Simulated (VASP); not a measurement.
Set up this calculation in VASP 6.6.1, as the native input.

```
Task                   : single point
Functional             : PBE
Potentials or basis    : VASP PAW PBE potentials, release 64 (Hf_pv)
Cutoff                 : 520 eV
k mesh                 : 15 × 15 × 15
Occupations            : fermi-dirac, width 0.05 eV
Spin                   : collinear spin, ferromagnetic start
Starting moments       : [0.1] μB
Fixed moment           : 0.1 μB
Dipole correction      : no
Further INCAR settings : ALGO = Normal; EDIFF = 1e-07; NBANDS = 15
```

The structure of Hf lies in POSCAR:

```
Hf
1.0
    0.0000000000      2.2200000000      2.2200000000
    2.2200000000      0.0000000000      2.2200000000
    2.2200000000      2.2200000000      0.0000000000
Hf
1
Direct
    0.0000000000      0.0000000000      0.0000000000
```

One way to write it, as run:

INCAR

```
PREC = Accurate
ENCUT = 520
EDIFF = 1E-7
ISMEAR = -1
SIGMA = 0.05
LREAL = F
LASPH = T
NELM = 150
ALGO = Normal
ISIF = 2
LWAVE = F
LCHARG = T
ISPIN = 2
MAGMOM = 0.1
LORBIT = 11
NUPDOWN = 0.1
LMAXMIX = 4
GGA = PE
LELF = T
LVHAR = T
NBANDS = 15
```

KPOINTS

```
regular mesh
0
Gamma
  15 15 15
```

Potentials or basis: VASP PAW PBE potentials, release 64 (Hf_pv).

Launch:

```console
$ cat potpaw_PBE.64/Hf_pv/POTCAR > POTCAR
$ mpirun -np 1 vasp_std > vasp.out
```

Results of the run:

| Quantity | Value |
| --- | --- |
| Pressure | 2.9 GPa |
| Net moment | 0.10 μB per cell |
| Site moments | Hf +0.07 μB |
| Valence electrons inside the program's atomic spheres | Hf 8.37 |

Caveat: the total moment is fixed, so each spin has its own Fermi level.

Wall time 33 s on 1 thread of Intel(R) Xeon(R) Platinum 8488C (Sapphire Rapids) (shared host), peak memory 0.19 GiB.
